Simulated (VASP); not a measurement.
The system is BAs.

```
CELL_PARAMETERS angstrom
0.00000 2.53826 2.15752
2.53826 0.00000 2.15752
2.53826 2.53826 0.00000
ATOMIC_POSITIONS crystal
B 0.00000 0.00000 0.00000
As 0.75000 0.75000 0.75000
```

Base run:

- Program: VASP 6.6.1
- Functional: PBE
- Dispersion: D3(BJ)
- Potentials or basis: VASP PAW PBE potentials, release 64 (B, As)
- Cutoff: 520 eV
- k mesh: 12 × 12 × 12
- Occupations: gaussian, width 0.05 eV
- Spin: no spin polarisation

Its results: band gap on the k mesh zero (band 4 reaches 6.79 eV, above the bottom of band 5 at 5.80 eV); pressure -3.6 GPa.

Problem. The run is repeated on the same cell with these changes: dispersion from D3(BJ) to none; further incar settings from ALGO = Normal; EDIFF = 1e-06; NBANDS = 11 to ALGO = Normal; EDIFF = 1e-07; NBANDS = 11. What comes out?

Solution. Band gap on the k mesh zero (band 4 reaches 6.79 eV, above the bottom of band 5 at 5.80 eV); pressure 0.1 GPa.

Caveats: three body term missing (some runs); pairwise dispersion overbinds metals, which lowers pressure and volume (some runs).
